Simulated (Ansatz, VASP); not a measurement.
**Hg: VASP beside Ansatz**

Contents of INCAR:

```
SYSTEM = Hg
  ALGO = Normal
  EDIFF = 1E-6
  ENCUT = 520
  GGA = PE
  ISIF = 2
  ISMEAR = -1
  LASPH = .True.
  LCHARG = .False.
  LREAL = .False.
  LWAVE = .False.
  NBANDS = 19
  NELM = 80
  PREC = Accurate
  SIGMA = 0.05
```

File KPOINTS:

```
k-points
0
Gamma
  11 11 11
  0 0 0
```

File POSCAR:

```
Hg
1.0
    0.0000000000      3.6194961567      3.6194961567
    3.6194961567      0.0000000000      3.6194961567
    3.6194961567      3.6194961567      0.0000000000
Hg
2
Direct
   -0.1250000000     -0.1250000000     -0.1250000000
    0.1250000000      0.1250000000      0.1250000000
```

Input for Ansatz:

```yaml
crystal:
  lattice:
    - [0.0, 3.6194961567, 3.6194961567]
    - [3.6194961567, 0.0, 3.6194961567]
    - [3.6194961567, 3.6194961567, 0.0]
  atoms:
    - { symbol: Hg, position: [-0.125, -0.125, -0.125] }
    - { symbol: Hg, position: [0.125, 0.125, 0.125] }
kpoints:
  mp_grid: { grid: [11, 11, 11] }
scf:
  occupations: { method: fermi_dirac, width: 0.05 }
hamiltonian:
  xc: pbe
  pseudopotentials: { kind: all_electron, lapw: { basis_error: 0.001 } }
output:
  forces: true
  stress: true
  eigenvalues: true
  populations: true
```

Change from the starting cell: volume scaled by 0.84, LAPW.

Alike in both runs: task single point; functional PBE; k mesh 11 × 11 × 11; occupations fermi-dirac, width 0.05 eV; no spin polarisation.

```csv
,VASP,Ansatz
version,VASP 6.6.1,Ansatz 0.2.0
potentials or method,"VASP PAW PBE potentials, release 64 (Hg), cutoff 520 eV","all-electron LAPW, scalar-relativistic"
```

|  | VASP | Ansatz | Ansatz less VASP |
| --- | --- | --- | --- |
| pressure (GPa) | 0.3 | 0.3 | -0.04 |

Ansatz ran all-electron here, and VASP with PAW potentials.

Neither program's run includes spin-orbit coupling.
